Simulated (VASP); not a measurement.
The system is AlFe.

```
Fe Al
1.0
     2.91000    0.00000    0.00000
     0.00000    2.91000    0.00000
     0.00000    0.00000    2.91000
Fe Al
1 1
Direct
  0.50000 0.50000 0.50000
  0.00000 0.00000 0.00000
```

Base run:

* Program: VASP 6.6.1
* Functional: PBEsol
* Potentials or basis: VASP PAW PBE potentials, release 64 (Fe, Al)
* Cutoff: 520 eV
* k mesh: 8 × 8 × 8
* Occupations: fermi-dirac, width 0.05 eV
* Spin: collinear spin, ferromagnetic start
* Starting moments: [6.0, 0.0] μB
* Fixed moment: 6 μB

Its results: pressure 75.6 GPa; site moments Fe +4.47; Al +0.34 μB.

Problem. The run is repeated on the same cell with these changes: fixed moment from 6 μB to 4.5 μB; moments at the start from [6.0, 0.0] to [4.5, 0.0]. What comes out?

Solution. Pressure 41.0 GPa; site moments Fe +3.74; Al +0.15 μB.

Caveats: the cell stands under pressure; the PAW data sets were made with another functional, which shifts forces and pressure a little; the total moment is fixed, so each spin has its own Fermi level.
